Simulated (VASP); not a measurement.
Wanted: the native input for a VASP 6.6.1 run.

```yaml
Task: density of states
Functional: PBE
Potentials_or_basis: VASP PAW PBE potentials, release 64 (Ge_d)
Cutoff: 520 eV
k_mesh: 10 × 10 × 12
Occupations: gaussian, width 0.1 eV
Spin: no spin polarisation
Dipole_correction: no
k_mesh_for_the_DOS: 15 × 15 × 18
Occupations_for_the_DOS: tetrahedron
Further_INCAR_settings: ALGO = Normal; EDIFF = 1e-07; NBANDS = 36
```

Crystal: Ge.

```
Ge
1.0
     4.89142    0.00000    0.00000
     0.00000    4.89142    0.00000
     0.00000    0.00000    3.95200
Ge
4
Direct
  0.00000 0.34220 0.50000
  0.00000 0.65780 0.00000
  0.34220 0.00000 0.75000
  0.65780 0.00000 0.25000
```

These files were run (other wordings do the same):

POSCAR

```
Ge
1.0
    4.8914164264      0.0000000000      0.0000000000
    0.0000000000      4.8914164264      0.0000000000
    0.0000000000      0.0000000000      3.9520007331
Ge
4
Direct
    0.0000000000      0.3422002963      0.5000000000
    0.0000000000      0.6577997037      0.0000000000
    0.3422002963      0.0000000000      0.7500000000
    0.6577997037      0.0000000000      0.2500000000
```

INCAR.step1

```
PREC = Accurate ; ENCUT = 520
EDIFF = 1E-7 ; ISMEAR = 0
SIGMA = 0.1 ; LREAL = False
LASPH = True ; NELM = 100
ALGO = Normal ; ISIF = 2
LWAVE = False ; LCHARG = True
GGA = PE ; NBANDS = 36
```

KPOINTS.step1

```
Automatic mesh
0
Gamma
  10 10 12
```

INCAR.step2

```
PREC = Accurate ; ENCUT = 520
EDIFF = 1E-7 ; ISMEAR = -5
SIGMA = 0.1 ; LREAL = False
LASPH = True ; NELM = 100
ALGO = Normal ; ISIF = 2
LWAVE = False ; LCHARG = False
GGA = PE ; LORBIT = 11
NBANDS = 36 ; NEDOS = 2001
ICHARG = 11
```

KPOINTS.step2

```
Automatic mesh
0
Gamma
  15 15 18
```

Potentials or basis: VASP PAW PBE potentials, release 64 (Ge_d).

Run with:

```bash
$ cat potpaw_PBE.64/Ge_d/POTCAR > POTCAR
$ cp INCAR.step1 INCAR
$ cp KPOINTS.step1 KPOINTS
$ mpirun -np 1 vasp_std > vasp.out
$ cp INCAR.step2 INCAR
$ cp KPOINTS.step2 KPOINTS
$ mpirun -np 1 vasp_std > vasp.out
```

It gave:

```yaml
Valence_electrons_inside_the_program's_atomic_spheres: Ge 12.31
```

Wall time 9.4 min on 1 thread of AMD EPYC 9R45 96-Core Processor (Zen 5), on a shared host, peak memory 0.8 GiB.
